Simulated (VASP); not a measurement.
# LuHfF (P-6m2) in VASP: notebook

Runs on LuHfF. Level: PBE. Tasks: single point.

Everything below comes from runs of VASP 6.6.1. Logs are shortened: lines on timing, memory, paths and dates and some standing lists are left out, and cuts for length are marked.

### Step 1. The cell of the first run

The structure is hexagonal, space group P-6m2 (No. 187). The conventional cell has a = 3.931 Å, b = 3.931 Å, c = 4.252 Å, α = 90.00°, β = 90.00°, γ = 120.00°. Lu (site symmetry -6m2) has 6 Hf at 3.11 Å and 6 F at 3.11 Å and 6 Lu at 3.93 Å within 4.1 Å. Hf (site symmetry -6m2) has 3 F at 2.27 Å within 3.0 Å. F (site symmetry -6m2) has 3 Hf at 2.27 Å within 3.0 Å.

### Step 2. Single point, PBE

File INCAR:

```
ALGO     = Normal         # electronic algorithm
EDIFF    = 1E-7           # SCF threshold, eV
ENCUT    = 520            # plane-wave cutoff, eV
GGA      = PE             # functional
ISIF     = 2              # what is computed and relaxed
ISMEAR   = 0              # smearing method
LASPH    = T              # aspherical terms in the spheres
LCHARG   = T              # write CHGCAR
LELF     = T              # ELF
LREAL    = F              # projectors in reciprocal space
LVHAR    = T            
LWAVE    = F              # write WAVECAR
NBANDS   = 28             # bands
NELM     = 80             # most SCF steps
PREC     = Accurate       # precision mode
SIGMA    = 0.1            # smearing width, eV
```

File KPOINTS:

```
k-points
0
Gamma
  6 6 4
```

File POSCAR:

```
LuHfF
1.0
    3.9313822600      0.0000000000      0.0000000000
   -1.9656911300      3.4046769100      0.0000000000
    0.0000000000      0.0000000000      4.2524428300
Lu Hf F
1 1 1
Direct
    0.0000000000      0.0000000000      0.0000000000
    0.3333333300      0.6666666700      0.5000000000
    0.6666666700      0.3333333300      0.5000000000
```

Potentials or basis: VASP PAW PBE potentials, release 64 (Lu, Hf_pv, F).

On the command line:

```
cat potpaw_PBE.64/Lu/POTCAR potpaw_PBE.64/Hf_pv/POTCAR potpaw_PBE.64/F/POTCAR > POTCAR
mpirun -np 1 vasp_std > vasp.out
```

OUTCAR:

```text
EDIFF = 1E-7
   ENCUT = 520
   GGA = PE
   ISIF = 2
   ISMEAR = 0
   LASPH = T
   LREAL = F
   NELM = 80
   PREC = Accurate

 ion  position               nearest neighbor table
   1  0.000  0.000  0.000-   2 3.11   2 3.11   2 3.11   2 3.11   2 3.11   2 3.11
   2  0.333  0.667  0.500-   3 2.27   3 2.27   3 2.27   1 3.11   1 3.11   1 3.11   1 3.11   1 3.11
                             1 3.11
   3  0.667  0.333  0.500-   2 2.27   2 2.27   2 2.27

  LATTYP: Found a hexagonal cell.
 ALAT       =     3.9313822600
 C/A-ratio  =     1.0816660779

  Lattice vectors:

 A1 = (   3.9313822600,   0.0000000000,   0.0000000000)
 A2 = (  -1.9656911300,   3.4046769100,   0.0000000000)
 A3 = (   0.0000000000,   0.0000000000,   4.2524428300)

Analysis of symmetry for initial positions (statically):
=====================================================================
 Subroutine PRICEL returns:
 Original cell was already a primitive cell.

 Routine SETGRP: Setting up the symmetry group for a
 hexagonal supercell.

 Subroutine GETGRP returns: Found 12 space group operations
 (whereof 12 operations were pure point group operations)
 out of a pool of 24 trial point group operations.

The static configuration has the point symmetry D_3h.

Analysis of symmetry for dynamics (positions and initial velocities):
=====================================================================
 Subroutine PRICEL returns:
 Original cell was already a primitive cell.

 Routine SETGRP: Setting up the symmetry group for a
 hexagonal supercell.

 Subroutine GETGRP returns: Found 12 space group operations
 (whereof 12 operations were pure point group operations)
 out of a pool of 24 trial point group operations.

The dynamic configuration has the point symmetry D_3h.

 Subroutine INISYM returns: Found 12 space group operations
 (whereof 12 operations are pure point group operations),
 and found     1 'primitive' translations

----------------------------------------------------------------------------------------

                                     Primitive cell

  volume of cell :      56.9193

  direct lattice vectors                    reciprocal lattice vectors
     3.931382260  0.000000000  0.000000000     0.254363461  0.146856813  0.000000000
    -1.965691130  3.404676910  0.000000000     0.000000000  0.293713626  0.000000000
     0.000000000  0.000000000  4.252442830     0.000000000  0.000000000  0.235158952

  length of vectors
     3.931382260  3.931382261  4.252442830     0.293713626  0.293713626  0.235158952

  position of ions in fractional coordinates (direct lattice)
     0.000000000  0.000000000  0.000000000
     0.333333330  0.666666670  0.500000000
     0.666666670  0.333333330  0.500000000

  ion indices of the primitive-cell ions
   primitive index   ion index
                 1           1
                 2           2
                 3           3

----------------------------------------------------------------------------------------

 KPOINTS: k-points

Automatic generation of k-mesh.
 Grid dimensions read from file:
 generate k-points for:    6    6    4

 Generating k-lattice:

  Cartesian coordinates                     Fractional coordinates (reciprocal lattice)
     0.042393910  0.024476135  0.000000000     0.166666667  0.000000000  0.000000000
     0.000000000  0.048952271  0.000000000     0.000000000  0.166666667  0.000000000
     0.000000000  0.000000000  0.058789738     0.000000000  0.000000000  0.250000000

  Length of vectors
     0.048952271  0.048952271  0.058789738

  Shift w.r.t. Gamma in fractional coordinates (k-lattice)
     0.000000000  0.000000000  0.000000000

 Subroutine IBZKPT returns following result:
 ===========================================

 Found     21 irreducible k-points:

 Following reciprocal coordinates:
            Coordinates               Weight
  0.000000  0.000000  0.000000      1.000000
  0.166667 -0.000000  0.000000      6.000000
  0.333333 -0.000000  0.000000      6.000000
  0.500000 -0.000000  0.000000      3.000000
  0.166667  0.166667  0.000000      6.000000
  0.333333  0.166667  0.000000     12.000000
[... 13 lines left out ...]
  0.333333  0.166667  0.500000     12.000000
  0.333333  0.333333  0.500000      2.000000
   k-points           NKPTS =     21   k-points in BZ     NKDIM =     21   number of bands    NBANDS=     28
   number of dos      NEDOS =    301   number of ions     NIONS =      3
   total plane-waves  NPLWV =  28800
   dimension x,y,z NGX =    30 NGY =   30 NGZ =   32
   dimension x,y,z NGXF=    60 NGYF=   60 NGZF=   64
   ions per type =               1   1   1
   NGX,Y,Z   is equivalent  to a cutoff of  12.69, 12.69, 12.51 a.u.
   NGXF,Y,Z  is equivalent  to a cutoff of  25.37, 25.37, 25.02 a.u.
 SYSTEM =  unknown system
   PREC   = accura    normal or accurate (medium, high low for compatibility)
   ISTART =      0    job   : 0-new  1-cont  2-samecut
   ICHARG =      2    charge: 1-file 2-atom 10-const
   ISPIN  =      1    spin polarized calculation?
   LNONCOLLINEAR =      F non collinear calculations
   LSORBIT =      F    spin-orbit coupling
   LASPH  =      T    aspherical Exc in radial PAW
   ENCUT  =  520.0 eV  38.22 Ry    6.18 a.u.   7.31  7.31  7.91*2*pi/ulx,y,z
   NELM   =     80;   NELMIN=  2; NELMDL= -5     # of ELM steps
   EDIFF  = 0.1E-06   stopping-criterion for ELM
   LREAL  =      F    real-space projection
   EDIFFG = 0.1E-05   stopping-criterion for IOM
   NSW    =      0    number of steps for IOM
   IBRION =     -1    ionic relax: 0-MD 1-quasi-New 2-CG
   NFREE  =      0    steps in history (QN), initial steepest desc. (CG)
   ISIF   =      2    stress and relaxation
   ISYM   =      2    0-nonsym 1-usesym 2-fastsym
   POTIM  = 0.5000    time-step for ionic-motion
   TEBEG  =    0.0;   TEEND  =   0.0 temperature during run
   PSTRESS=    0.0 pullay stress
   NELECT =      42.0000    total number of electrons
   NUPDOWN=      -1.0000    fix difference up-down
   EMIN   =  10.00;   EMAX   =-10.00  energy-range for DOS
   EFERMI =   0.00;   METHOD = LEGACY
   ISMEAR =     0;   SIGMA  =   0.10  broadening in eV -4-tet -1-fermi 0-gaus
   EFERMI_NEDOS =   21; number of points for ismear=-14 and -15
   IALGO  =     38    algorithm
   IMIX   =      4    mixing-type and parameters
     AMIX     =   0.40;   BMIX     =  1.00
     AMIX_MAG =   1.60;   BMIX_MAG =  1.00
  volume/ion in A,a.u.               =      18.97       128.04
  Fermi-wavevector in a.u.,A,eV,Ry     =   1.479351  2.795569 29.776089  2.188481
  Thomas-Fermi vector in A             =   2.593520
   LORBIT       =      0    0 simple, 1 ext, 2 COOP (PROOUT), +10 PAW based schemes
   GGA     = PE    functional components
   LHFCALC =     F    Hartree Fock is set to
   AEXX    =    0.0000 exact exchange contribution
   IVDW    =     0    specifies the selected vdW correction
   LEPSILON=     F    determine dielectric tensor
   LRPA    =     F    only Hartree local field effects (RPA)
 non-spin polarized calculation
 Gauss-broadening in eV      SIGMA  =   0.10
  energy-cutoff  :      520.00
  volume of cell :       56.92
 maximum number of plane-waves:      1552
 NGX is ok and might be reduce to    30
   NGX = 15   NGY = 15   NGZ = 15

 number of electron      41.9999980 magnetization

 Free energy of the ion-electron system (eV)
  ---------------------------------------------------
  ext. energy  EPLUGINS =         0.00000000
  ---------------------------------------------------
  free energy    TOTEN  =       -17.47576577 eV

  energy without entropy =      -17.43396962  energy(sigma->0) =      -17.45486770

 E-fermi :   4.2370     XC(G=0): -11.1168

 val. band max:        4.2338236289   @ k =   0.3333   0.3333   0.0000
 cond. band min:       4.2510750354   @ k =   0.0000   0.0000   0.2500
 fundamental gap:      0.0172514065
 Fermi energy:         4.2370178956

 k-point     1 :       0.0000    0.0000    0.0000
  band No.  band energies     occupation
      1     -51.9910      2.00000
      2     -27.2134      2.00000
      3     -27.2134      2.00000
      4     -27.0231      2.00000
      5     -22.6569      2.00000
      6     -22.6422      2.00000
[... 20 lines left out ...]
     27       8.5538      0.00000
     28       8.8454      0.00000

 k-point     2 :       0.1667   -0.0000    0.0000
  band No.  band energies     occupation
      1     -51.9903      2.00000
      2     -27.2737      2.00000
      3     -27.2206      2.00000
      4     -27.0162      2.00000
      5     -22.6894      2.00000
      6     -22.6627      2.00000
[... 20 lines left out ...]
     27       8.1545      0.00000
     28       9.3697      0.00000

 k-point     3 :       0.3333   -0.0000    0.0000
  band No.  band energies     occupation
      1     -51.9888      2.00000
      2     -27.3897      2.00000
      3     -27.2351      2.00000
      4     -27.0024      2.00000
      5     -22.7521      2.00000
      6     -22.6741      2.00000
[... 20 lines left out ...]
     27       7.9006      0.00000
     28       9.5792      0.00000

 k-point     4 :       0.5000   -0.0000    0.0000
  band No.  band energies     occupation
      1     -51.9881      2.00000
      2     -27.4456      2.00000
      3     -27.2423      2.00000
      4     -26.9954      2.00000
      5     -22.7755      2.00000
      6     -22.6798      2.00000
[... 485 lines left out ...]
     27       9.0378      0.00000
     28       9.1262      0.00000

 k-point    20 :       0.3333    0.1667    0.5000
  band No.  band energies     occupation
      1     -51.9875      2.00000
      2     -27.4368      2.00000
      3     -27.2562      2.00000
      4     -27.0276      2.00000
      5     -22.7188      2.00000
      6     -22.6876      2.00000
[... 20 lines left out ...]
     27       8.3480      0.00000
     28       8.7958      0.00000

 k-point    21 :       0.3333    0.3333    0.5000
  band No.  band energies     occupation
      1     -51.9871      2.00000
      2     -27.4400      2.00000
      3     -27.2869      2.00000
      4     -27.0286      2.00000
      5     -22.7239      2.00000
      6     -22.6870      2.00000
[... 20 lines left out ...]
     27       8.1091      0.00000
     28       8.3105      0.00000

------------------------ aborting loop because EDIFF is reached ----------------------------------------

  FORCE on cell =-STRESS in cart. coord.  units (eV):
  Direction    XX          YY          ZZ          XY          YZ          ZX
  --------------------------------------------------------------------------------------
  -------------------------------------------------------------------------------------
  Total        1.7734945      1.7734945      5.3919773      0.0000000      0.0000000      0.0000000
  in kB       49.9207121     49.9207121    151.7745569      0.0000000      0.0000000      0.0000000
  external PRESSURE =      83.8719937 kB  Pullay stress =       0.0000000 kB

 VOLUME and BASIS-vectors are now :
 -----------------------------------------------------------------------------
  energy-cutoff  :      520.00
  volume of cell :       56.92
      direct lattice vectors                 reciprocal lattice vectors
     3.931382260  0.000000000  0.000000000     0.254363461  0.146856813  0.000000000
    -1.965691130  3.404676910  0.000000000     0.000000000  0.293713626  0.000000000
     0.000000000  0.000000000  4.252442830     0.000000000  0.000000000  0.235158952

 POSITION                                       TOTAL-FORCE (eV/Angst)
 -----------------------------------------------------------------------------------
      0.00000      0.00000      0.00000        -0.000000      0.000000      0.000000
     -0.00000      2.26978      2.12622         0.000000      0.000000      0.000000
      1.96569      1.13489      2.12622        -0.000000     -0.000000      0.000000
 -----------------------------------------------------------------------------------
    total drift:                               -0.000032      0.000018      0.000000

  FREE ENERGIE OF THE ION-ELECTRON SYSTEM (eV)
  ---------------------------------------------------
  free  energy   TOTEN  =       -17.4757657714 eV

  energy  without entropy=      -17.4339696231  energy(sigma->0) =      -17.45486770
```

Run time: 23 s. Hardware: 1 thread of AMD EPYC 9R45 (Zen 5), shared host; peak memory 0.17 GiB.

Results:

```yaml
Free_energy: -17.4758 eV
Pressure: 8.4 GPa
Band_gap_on_the_k_mesh: zero (band 21 reaches 5.00 eV, above the bottom of band 22 at 3.81 eV)
```

Stress tensor (GPa, compression positive):
```
 4.99  0.00  0.00
 0.00  4.99  0.00
 0.00  0.00 15.18
```

Caveat: the k points lie up to 0.37 Å⁻¹ apart; spin-orbit coupling is left out, which moves the levels of the heavy elements.

### Step 3. Single point, PBE

This run uses another cell than the first one, of 22.59 Å³/atom, 1.191 times its volume.

File INCAR:

```
SYSTEM = LuHfF
PREC = Accurate
ENCUT = 520
EDIFF = 1E-6
ISMEAR = 0
SIGMA = 0.1
LREAL = .False.
LASPH = .True.
NELM = 100
ALGO = Normal
ISIF = 2
LWAVE = .False.
LCHARG = .False.
GGA = PE
NBANDS = 28
```

File KPOINTS:

```
Automatic mesh
0
Gamma
  6 6 4
  0 0 0
```

File POSCAR:

```
LuHfF
1.0
    3.6735832464      0.0000000000      0.0000000000
   -1.8367916232      3.1814164143      0.0000000000
    0.0000000000      0.0000000000      5.7982024807
Lu Hf F
1 1 1
Direct
    0.0000000000      0.0000000000      0.0000000000
    0.3333333333      0.6666666667      0.5000000000
    0.6666666667      0.3333333333      0.5000000000
```

Potentials or basis: VASP PAW PBE potentials, release 64 (Lu, Hf_pv, F).

On the command line:

```
cat potpaw_PBE.64/Lu/POTCAR potpaw_PBE.64/Hf_pv/POTCAR potpaw_PBE.64/F/POTCAR > POTCAR
mpirun -np 1 vasp_std > vasp.out
```

Wall time 38 s (1 thread of AMD EPYC 9R45 (Zen 5), shared host); peak memory 0.18 GiB.

It converged, with:

```
Free energy            : -18.6114 eV
Pressure               : -0.9 GPa
Band gap on the k mesh : zero (band 21 reaches 4.24 eV, above the bottom of band 22 at 3.24 eV)
```

Stress tensor (GPa, compression positive):
```
-1.20  0.00  0.00
 0.00 -1.20  0.00
 0.00  0.00 -0.20
```

Levels at points of the mesh, in eV from the Fermi level:
```
           k point  band 17  band 18  band 19  band 20  band 21  band 22  band 23  band 24  band 25  band 26
(0.00, 0.00, 0.00)    -5.33    -5.33    -5.33    -1.28     0.85     1.52     1.52     1.76     2.13     2.13
(0.50, 0.00, 0.00)    -5.34    -5.33    -2.36    -0.91    -0.44    -0.10     0.46     0.47     3.14     3.25
(0.00, 0.00, 0.50)    -5.33    -5.33    -3.98    -2.96     0.66     1.10     1.10     1.21     3.02     3.02
(0.50, 0.00, 0.50)    -5.34    -5.33    -1.89    -1.61    -0.38     0.03     0.72     1.03     2.51     2.57
```

Caveat: spin-orbit coupling is left out, which moves the levels of the heavy elements.
